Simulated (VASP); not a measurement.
Set up this calculation in VASP 6.6.1, as the native input.

```yaml
Task: single point
Functional: PBEsol
Potentials_or_basis: VASP PAW PBE potentials, release 64 (N)
Cutoff: 600 eV
k_mesh: 7 × 7 × 6
Occupations: fermi-dirac, width 0.05 eV
Spin: no spin polarisation
Dipole_correction: no
Further_INCAR_settings: ALGO = Normal; EDIFF = 1e-06; NBANDS = 12
```

The structure of N lies in POSCAR:

```
N
1.0
    2.5194740000      0.0000000000      0.0000000000
   -1.2597370000      2.1819280000      0.0000000000
    0.0000000000      0.0000000000      2.4460020000
N
2
Direct
    0.6666666667      0.3333333333      0.2500000000
    0.3333333333      0.6666666667      0.7500000000
```

These files were run (other wordings do the same):

INCAR

```
SYSTEM = N
  PREC = Accurate
  ENCUT = 600
  EDIFF = 1E-6
  ISMEAR = -1
  SIGMA = 0.05
  LREAL = .FALSE.
  LASPH = .TRUE.
  NELM = 120
  ALGO = Normal
  ISIF = 2
  LWAVE = .FALSE.
  LCHARG = .FALSE.
  GGA = PS
  NBANDS = 12
  GGA_COMPAT = .FALSE.
```

KPOINTS

```
Automatic mesh
0
G
  7 7 6
  0 0 0
```

Potentials or basis: VASP PAW PBE potentials, release 64 (N).

The run is started by

```sh
$ cat potpaw_PBE.64/N/POTCAR > POTCAR
$ mpirun -np 1 vasp_std > vasp.out
```

It gave:

```yaml
Pressure: -0.3 GPa
Band_gap_on_the_k_mesh: zero (bands 5 and 6 overlap by 4.42 eV)
```

Caveat: the k points lie up to 0.43 Å⁻¹ apart, too coarse for converged energies and pressures of a metal; the PAW data sets were made with another functional, which shifts forces and pressure a little.

Wall time 7.4 s on 1 thread of Intel Xeon 8259CL, on a shared host, peak memory 0.12 GiB.
